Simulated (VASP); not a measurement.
# Al3Cu2 (P-3m1) in VASP: further runs

The runs below take Al3Cu2 through relaxation of shape and atoms at fixed volume, with PBEsol.

Everything below comes from runs of VASP 6.6.1. Logs are shortened: lines on timing, memory, paths and dates and some standing lists are left out, and cuts for length are marked.

**1. The cell of the first run**

The structure is trigonal, space group P-3m1 (No. 164). The conventional cell has a = 4.014 Å, b = 4.014 Å, c = 4.882 Å, α = 90.00°, β = 90.00°, γ = 120.00°. Within 3.2 Å of Al (site symmetry -3m) lie 6 Cu at 2.44 Å and 6 Al at 2.88 Å. Al (site symmetry 3m) has 5 Cu at 2.40 to 2.50 Å and 6 Al at 2.73 to 2.88 Å within 3.2 Å. Within 3.2 Å of Cu (site symmetry 3m) lie 8 Al at 2.40 to 2.50 Å and 3 Cu at 2.78 Å.

**2. Relaxation of shape and atoms at fixed volume, PBEsol (13.63 Å³/atom)**

Input file INCAR:

```
ALGO = Fast
EDIFF = 1E-7
EDIFFG = -0.01
ENCUT = 600
GGA = PS
IBRION = 2
ISIF = 4
ISMEAR = 0
LASPH = True
LCHARG = False
LREAL = False
LWAVE = False
NELM = 60
NSW = 50
PREC = Accurate
SIGMA = 0.1
```

Input file KPOINTS:

```
k-points
0
Gamma
  12 12 8
```

Input file POSCAR:

```
Al3Cu2
1.0
    4.0142293618      0.0000000000      0.0000000000
   -2.0071146809      3.4764246039      0.0000000000
    0.0000000000      0.0000000000      4.8820702123
Al Cu
3 2
Direct
    0.0000000000      0.0000000000      0.0000000000
    0.3333333333      0.6666666667      0.3517862741
    0.6666666667      0.3333333333      0.6482137259
    0.3333333333      0.6666666667      0.8424773687
    0.6666666667      0.3333333333      0.1575226313
```

Potentials or basis: VASP PAW PBE potentials, release 64 (Al, Cu).

Command:

```console
cat potpaw_PBE.64/Al/POTCAR potpaw_PBE.64/Cu/POTCAR > POTCAR
mpirun -np 1 vasp_std > vasp.out
```

OUTCAR:

```text
EDIFF = 1E-7
   EDIFFG = -0.01
   ENCUT = 600
   GGA = PS
   IBRION = 2
   ISIF = 4
   ISMEAR = 0
   LASPH = True
   LREAL = False
   NELM = 60
   NSW = 50
   PREC = Accurate

 ion  position               nearest neighbor table
   1  0.000  0.000  0.000-   4 2.44   5 2.44   4 2.44   5 2.44   5 2.44   4 2.44   2 2.88   3 2.88
                             2 2.88   3 2.88   2 2.88   3 2.88
   2  0.333  0.667  0.352-   4 2.40   4 2.49   5 2.50   5 2.50   5 2.50   3 2.73   3 2.73   3 2.73
                             1 2.88   1 2.88   1 2.88
   3  0.667  0.333  0.648-   5 2.40   5 2.49   4 2.50   4 2.50   4 2.50   2 2.73   2 2.73   2 2.73
                             1 2.88   1 2.88   1 2.88
   4  0.333  0.667  0.842-   2 2.40   1 2.44   1 2.44   1 2.44   2 2.49   3 2.50   3 2.50   3 2.50
                             5 2.78   5 2.78   5 2.78
   5  0.667  0.333  0.158-   3 2.40   1 2.44   1 2.44   1 2.44   3 2.49   2 2.50   2 2.50   2 2.50
                             4 2.78   4 2.78   4 2.78

  LATTYP: Found a hexagonal cell.
 ALAT       =     4.0142293618
 C/A-ratio  =     1.2161911471

  Lattice vectors:

 A1 = (   4.0142293618,   0.0000000000,   0.0000000000)
 A2 = (  -2.0071146809,   3.4764246039,   0.0000000000)
 A3 = (   0.0000000000,   0.0000000000,   4.8820702123)

Analysis of symmetry for initial positions (statically):
=====================================================================
 Subroutine PRICEL returns:
 Original cell was already a primitive cell.

 Routine SETGRP: Setting up the symmetry group for a
 hexagonal supercell.

 Subroutine GETGRP returns: Found 12 space group operations
 (whereof 12 operations were pure point group operations)
 out of a pool of 24 trial point group operations.

The static configuration has the point symmetry D_3d.

Analysis of symmetry for dynamics (positions and initial velocities):
=====================================================================
 Subroutine PRICEL returns:
 Original cell was already a primitive cell.

 Routine SETGRP: Setting up the symmetry group for a
 hexagonal supercell.

 Subroutine GETGRP returns: Found 12 space group operations
 (whereof 12 operations were pure point group operations)
 out of a pool of 24 trial point group operations.

The dynamic configuration has the point symmetry D_3d.

 Subroutine INISYM returns: Found 12 space group operations
 (whereof 12 operations are pure point group operations),
 and found     1 'primitive' translations

----------------------------------------------------------------------------------------

                                     Primitive cell

  volume of cell :      68.1301

  direct lattice vectors                    reciprocal lattice vectors
     4.014229362  0.000000000  0.000000000     0.249113817  0.143825930  0.000000000
    -2.007114681  3.476424604  0.000000000     0.000000000  0.287651859  0.000000000
     0.000000000  0.000000000  4.882070212     0.000000000  0.000000000  0.204831139

  length of vectors
     4.014229362  4.014229362  4.882070212     0.287651859  0.287651859  0.204831139

  position of ions in fractional coordinates (direct lattice)
     0.000000000  0.000000000  0.000000000
     0.333333333  0.666666667  0.351786274
     0.666666667  0.333333333  0.648213726
     0.333333333  0.666666667  0.842477369
     0.666666667  0.333333333  0.157522631

  ion indices of the primitive-cell ions
   primitive index   ion index
                 1           1
                 2           2
                 3           3
                 4           4
                 5           5

----------------------------------------------------------------------------------------

 KPOINTS: k-points

Automatic generation of k-mesh.
 Grid dimensions read from file:
 generate k-points for:   12   12    8

 Generating k-lattice:

  Cartesian coordinates                     Fractional coordinates (reciprocal lattice)
     0.020759485  0.011985494  0.000000000     0.083333333 -0.000000000  0.000000000
     0.000000000  0.023970988  0.000000000     0.000000000  0.083333333  0.000000000
     0.000000000  0.000000000  0.025603892     0.000000000  0.000000000  0.125000000

  Length of vectors
     0.023970988  0.023970988  0.025603892

  Shift w.r.t. Gamma in fractional coordinates (k-lattice)
     0.000000000  0.000000000  0.000000000

 Subroutine IBZKPT returns following result:
 ===========================================

 Found    131 irreducible k-points:

 Following reciprocal coordinates:
            Coordinates               Weight
  0.000000  0.000000  0.000000      1.000000
  0.083333  0.000000  0.000000      6.000000
  0.166667  0.000000  0.000000      6.000000
  0.250000  0.000000  0.000000      6.000000
  0.333333 -0.000000  0.000000      6.000000
  0.416667 -0.000000  0.000000      6.000000
[... 16 lines left out ...]
  0.166667  0.000000  0.125000      6.000000
  0.000000  0.166667  0.125000      6.000000
 [... further k-points ...]
   k-points           NKPTS =    131   k-points in BZ     NKDIM =    131   number of bands    NBANDS=     19
   number of dos      NEDOS =    301   number of ions     NIONS =      5
   total plane-waves  NPLWV =  40960
   dimension x,y,z NGX =    32 NGY =   32 NGZ =   40
   dimension x,y,z NGXF=    64 NGYF=   64 NGZF=   80
   ions per type =               3   2
   NGX,Y,Z   is equivalent  to a cutoff of  13.25, 13.25, 13.62 a.u.
   NGXF,Y,Z  is equivalent  to a cutoff of  26.51, 26.51, 27.24 a.u.
 SYSTEM =  unknown system
   PREC   = accura    normal or accurate (medium, high low for compatibility)
   ISTART =      0    job   : 0-new  1-cont  2-samecut
   ICHARG =      2    charge: 1-file 2-atom 10-const
   ISPIN  =      1    spin polarized calculation?
   LNONCOLLINEAR =      F non collinear calculations
   LSORBIT =      F    spin-orbit coupling
   LASPH  =      T    aspherical Exc in radial PAW
   ENCUT  =  600.0 eV  44.10 Ry    6.64 a.u.   8.02  8.02  9.75*2*pi/ulx,y,z
   NELM   =     60;   NELMIN=  2; NELMDL= -5     # of ELM steps
   EDIFF  = 0.1E-06   stopping-criterion for ELM
   LREAL  =      F    real-space projection
   EDIFFG = -.1E-01   stopping-criterion for IOM
   NSW    =     50    number of steps for IOM
   IBRION =      2    ionic relax: 0-MD 1-quasi-New 2-CG
   NFREE  =      1    steps in history (QN), initial steepest desc. (CG)
   ISIF   =      4    stress and relaxation
   ISYM   =      2    0-nonsym 1-usesym 2-fastsym
   POTIM  = 0.5000    time-step for ionic-motion
   TEBEG  =    0.0;   TEEND  =   0.0 temperature during run
   PSTRESS=    0.0 pullay stress
   NELECT =      31.0000    total number of electrons
   NUPDOWN=      -1.0000    fix difference up-down
   EMIN   =  10.00;   EMAX   =-10.00  energy-range for DOS
   EFERMI =   0.00;   METHOD = LEGACY
   ISMEAR =     0;   SIGMA  =   0.10  broadening in eV -4-tet -1-fermi 0-gaus
   EFERMI_NEDOS =   21; number of points for ismear=-14 and -15
   IALGO  =     68    algorithm
   IMIX   =      4    mixing-type and parameters
     AMIX     =   0.40;   BMIX     =  1.00
     AMIX_MAG =   1.60;   BMIX_MAG =  1.00
  volume/ion in A,a.u.               =      13.63        91.95
  Fermi-wavevector in a.u.,A,eV,Ry     =   1.259164  2.379475 21.571964  1.585495
  Thomas-Fermi vector in A             =   2.392738
   LORBIT       =      0    0 simple, 1 ext, 2 COOP (PROOUT), +10 PAW based schemes
   GGA     = PS    functional components
   LHFCALC =     F    Hartree Fock is set to
   AEXX    =    0.0000 exact exchange contribution
   IVDW    =     0    specifies the selected vdW correction
   LEPSILON=     F    determine dielectric tensor
   LRPA    =     F    only Hartree local field effects (RPA)
 conjugate gradient relaxation of ions
 non-spin polarized calculation
 RMM-DIIS sequential band-by-band and
 Gauss-broadening in eV      SIGMA  =   0.10
  energy-cutoff  :      600.00
  volume of cell :       68.13
 maximum number of plane-waves:      2304
   NGX = 17   NGY = 17   NGZ = 19

--------------------------------------- Ionic step        1  -------------------------------------------

 number of electron      30.9999996 magnetization

 Free energy of the ion-electron system (eV)
  ---------------------------------------------------
  ext. energy  EPLUGINS =         0.00000000
  ---------------------------------------------------
  free energy    TOTEN  =       -21.60670571 eV

  energy without entropy =      -21.60078460  energy(sigma->0) =      -21.60374515

------------------------ aborting loop because EDIFF is reached ----------------------------------------

  FORCE on cell =-STRESS in cart. coord.  units (eV):
  Direction    XX          YY          ZZ          XY          YZ          ZX
  --------------------------------------------------------------------------------------
  -------------------------------------------------------------------------------------
  Total        3.5221750      3.5221750      3.6342426      0.0000000      0.0000000      0.0000000
  in kB       82.8290148     82.8290148     85.4644441      0.0000000      0.0000000      0.0000000
  external PRESSURE =      83.7074913 kB  Pullay stress =       0.0000000 kB
[... 63 lines left out ...]
  energy  without entropy=      -21.6009378145  energy(sigma->0) =      -21.60388176

--------------------------------------- Ionic step        3  -------------------------------------------

 number of electron      30.9999995 magnetization

 Free energy of the ion-electron system (eV)
  ---------------------------------------------------
  ext. energy  EPLUGINS =         0.00000000
  ---------------------------------------------------
  free energy    TOTEN  =       -21.60683370 eV

  energy without entropy =      -21.60095505  energy(sigma->0) =      -21.60389437

 E-fermi :   9.0426     XC(G=0): -11.3419

 val. band max:        9.0331029019   @ k =   0.3333   0.1667   0.1250
 cond. band min:       9.0430574083   @ k =  -0.0833   0.5000   0.2500
 fundamental gap:      0.0099545065
 Fermi energy:         9.0426375889

 k-point     1 :       0.0000    0.0000    0.0000
  band No.  band energies     occupation
      1      -2.7025      2.00000
      2       2.2699      2.00000
      3       2.8443      2.00000
      4       3.3362      2.00000
      5       3.3362      2.00000
      6       3.7030      2.00000
[... 11 lines left out ...]
     18      11.8898      0.00000
     19      12.1744      0.00000
[... 489 lines left out ...]
      3       2.9077      2.00000
      4       3.3992      2.00000
      5       3.4276      2.00000
      6       3.6349      2.00000
[... 11 lines left out ...]
     18      12.1465      0.00000
     19      12.6250      0.00000

 [... further k-points ...]
[... 5 lines left out ...]
  --------------------------------------------------------------------------------------
  -------------------------------------------------------------------------------------
  Total        3.6150823      3.6150823      3.5523344      0.0000000      0.0000000      0.0000000
  in kB       85.0138631     85.0138631     83.5382564      0.0000000      0.0000000      0.0000000
  external PRESSURE =      84.5219942 kB  Pullay stress =       0.0000000 kB
[... 20 lines left out ...]
  FREE ENERGIE OF THE ION-ELECTRON SYSTEM (eV)
  ---------------------------------------------------
  free  energy   TOTEN  =       -21.6068336961 eV

  energy  without entropy=      -21.6009550502  energy(sigma->0) =      -21.60389437

 reached required accuracy - stopping structural energy minimisation
```

It took 10 min on 1 thread of Intel Xeon Platinum 8375C at 2.90GHz (Ice Lake), shared host; peak memory 0.34 GiB.

What came out:

| Item | Value |
| --- | --- |
| Free energy | -21.6068 eV |
| Energy gained by relaxing | 0.0 meV/atom |
| Ionic steps | 3 |
| Pressure after relaxing | 8.5 GPa |
| Largest force after relaxing | 0.010 eV/Å |
| Band gap on the k mesh | zero (an odd number of electrons rules out a gap without spin polarisation) |

Forces on the atoms (eV/Å):
```
Al   0.000  0.000  0.000
Al   0.000  0.000  0.009
Al   0.000  0.000 -0.009
Cu   0.000  0.000  0.010
Cu   0.000  0.000 -0.010
```

Step by step:
```tsv
step	energy change (eV)	largest force (eV/Å)	pressure (GPa)	volume (Å³)
1	0.0000	0.0303	8.37	68.13
2	-0.0001	0.0146	8.40	68.13
3	-0.0001	0.0099	8.45	68.13
```

Final structure:
```cif
data_structure
_symmetry_space_group_name_H-M 'P 1'
_symmetry_Int_Tables_number 1
_cell_length_a 4.0123
_cell_length_b 4.0123
_cell_length_c 4.8868
_cell_angle_alpha 90.000
_cell_angle_beta 90.000
_cell_angle_gamma 120.000
_cell_volume 68.13
loop_
_atom_site_label
_atom_site_type_symbol
_atom_site_fract_x
_atom_site_fract_y
_atom_site_fract_z
_atom_site_occupancy
Al1 Al 0.00000 0.00000 0.00000 1
Al2 Al 0.33333 0.66667 0.35219 1
Al3 Al 0.66667 0.33333 0.64781 1
Cu1 Cu 0.33333 0.66667 0.84269 1
Cu2 Cu 0.66667 0.33333 0.15731 1
```

Levels at points of the mesh, in eV from the Fermi level:
| k point | band 12 | band 13 | band 14 | band 15 | band 16 | band 17 | band 18 | band 19 |
| --- | --- | --- | --- | --- | --- | --- | --- | --- |
| (0.00, 0.00, 0.00) | -3.85 | -3.83 | -0.25 | -0.25 | 1.38 | 1.38 | 2.85 | 3.13 |
| (0.50, 0.00, 0.00) | -4.32 | -3.24 | -3.17 | -2.72 | -0.73 | 0.10 | 0.34 | 3.12 |
| (0.00, 0.00, 0.50) | -4.41 | 1.22 | 1.22 | 1.28 | 1.28 | 1.75 | 2.57 | 2.61 |
| (0.50, 0.00, 0.50) | -4.44 | -4.35 | -3.68 | -1.89 | -0.20 | 0.77 | 1.11 | 5.27 |

Caveat: the PAW data sets were made with another functional, which shifts forces and pressure a little.

**3. Relaxation of shape and atoms at fixed volume, PBEsol (14.06 Å³/atom)**

This run uses another cell than the first one, of 14.06 Å³/atom.

Input file INCAR:

```
SYSTEM = Al3Cu2
PREC     = Accurate       ! precision mode
ENCUT    = 600            ! plane-wave cutoff, eV
EDIFF    = 1E-7           ! SCF threshold, eV
ISMEAR   = 0              ! smearing method
SIGMA    = 0.1            ! smearing width, eV
LREAL    = .False.        ! projectors in reciprocal space
LASPH    = .True.         ! aspherical terms in the spheres
NELM     = 60             ! most SCF steps
ALGO     = Fast           ! electronic algorithm
ISIF     = 4              ! what is computed and relaxed
LWAVE    = .False.        ! write WAVECAR
LCHARG   = .False.        ! write CHGCAR
GGA      = PS             ! functional
IBRION   = 2              ! ionic algorithm
NSW      = 50             ! ionic steps
EDIFFG   = -0.01          ! ionic threshold
```

Input file KPOINTS:

```
Automatic mesh
0
Gamma
  12 12 8
  0 0 0
```

Input file POSCAR:

```
Al3Cu2
1.0
    4.0571829162      0.0000000000      0.0000000000
   -2.0285914581      3.5136234732      0.0000000000
    0.0000000000      0.0000000000      4.9317731506
Al Cu
3 2
Direct
    0.0000000000      0.0000000000      0.0000000000
    0.3333333333      0.6666666667      0.3515059809
    0.6666666667      0.3333333333      0.6484940191
    0.3333333333      0.6666666667      0.8422899817
    0.6666666667      0.3333333333      0.1577100183
```

Potentials or basis: VASP PAW PBE potentials, release 64 (Al, Cu).

Command:

```console
cat potpaw_PBE.64/Al/POTCAR potpaw_PBE.64/Cu/POTCAR > POTCAR
mpirun -np 1 vasp_std > vasp.out
```

Run time: 8.2 min. Hardware: 1 thread of Intel Xeon Platinum 8375C at 2.90GHz (Ice Lake), shared host; peak memory 0.35 GiB.

Results (log left out):

```
Free energy                  : -21.6907 eV
Energy gained by relaxing    : 0.0 meV/atom
Ionic steps                  : 2
Pressure after relaxing      : 4.0 GPa
Largest force after relaxing : 0.010 eV/Å
Band gap on the k mesh       : zero (an odd number of electrons rules out a gap without spin polarisation)
```

Forces on the atoms (eV/Å):
```
Al   0.000  0.000  0.000
Al   0.000  0.000  0.010
Al   0.000  0.000 -0.010
Cu   0.000  0.000  0.006
Cu   0.000  0.000 -0.006
```

Final structure:
```yaml
crystal:
  lattice:
    - [4.05609, 0.00000, 0.00000]
    - [-2.02805, 3.51268, 0.00000]
    - [0.00000, 0.00000, 4.93442]
  atoms:
    - { symbol: Al, position: [0.00000, 0.00000, 0.00000] }
    - { symbol: Al, position: [0.33333, 0.66667, 0.35171] }
    - { symbol: Al, position: [0.66667, 0.33333, 0.64829] }
    - { symbol: Cu, position: [0.33333, 0.66667, 0.84236] }
    - { symbol: Cu, position: [0.66667, 0.33333, 0.15764] }
```

Levels at points of the mesh, in eV from the Fermi level:
```
           k point  band 12  band 13  band 14  band 15  band 16  band 17  band 18  band 19
(0.00, 0.00, 0.00)    -3.76    -3.73    -0.23    -0.23     1.35     1.35     2.66     2.99
(0.50, 0.00, 0.00)    -4.20    -3.15    -3.07    -2.64    -0.74     0.01     0.35     3.08
(0.00, 0.00, 0.50)    -4.29     1.20     1.20     1.30     1.30     1.78     2.49     2.55
(0.50, 0.00, 0.50)    -4.32    -4.24    -3.60    -1.83    -0.19     0.75     1.02     5.20
```

Caveat: the PAW data sets were made with another functional, which shifts forces and pressure a little.
